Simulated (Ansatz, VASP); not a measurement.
# One calculation of Se, two programs

```
Se
1.0
     4.42366    0.00000    0.00000
    -2.21183    3.83100    0.00000
     0.00000    0.00000    5.01879
Se
3
Direct
  0.77460 0.77460 0.00000
  0.00000 0.22540 0.66667
  0.22540 0.00000 0.33333
```

Alike in both runs: task single point; functional r2SCAN; k mesh 7 × 7 × 6; occupations fermi-dirac, width 0.05 eV; no spin polarisation.

|  | VASP | Ansatz |
| --- | --- | --- |
| version | VASP 6.6.1 | Ansatz 0.2.0 |
| potentials or method | VASP PAW PBE potentials, release 64 (Se) | Ansatz PAW |
| plane-wave cutoff (eV) | 520 | 500 |
| valence electrons in the cell | 18 | 48 |

|  | VASP | Ansatz | Ansatz less VASP |
| --- | --- | --- | --- |
| gap on the k mesh at the Fermi level (eV) | 1.40 | 1.41 | +0.009 |
| least direct gap on the mesh (eV) | 1.64 | 1.65 | +0.010 |
| pressure (GPa) | -0.9 | -0.9 | +0.03 |
| traceless stress, the component that is largest in VASP (GPa) | -0.25 | -0.24 | +0.017 |
| rms of the force components (eV/Å) | 0.184 | 0.185 | +0.0009 |

VASP's potentials were made for PBE, not for r2SCAN. Atom by atom the forces differ by 0.001 eV/Å (rms over components). VASP's potentials hold 18 valence electrons a cell and Ansatz's 48, so a difference there can come from the potentials and not from the codes.

Noted on Ansatz's run: odd divisions of the mesh miss points on the zone boundary, where band edges often lie, so the gap on the mesh can be too wide.
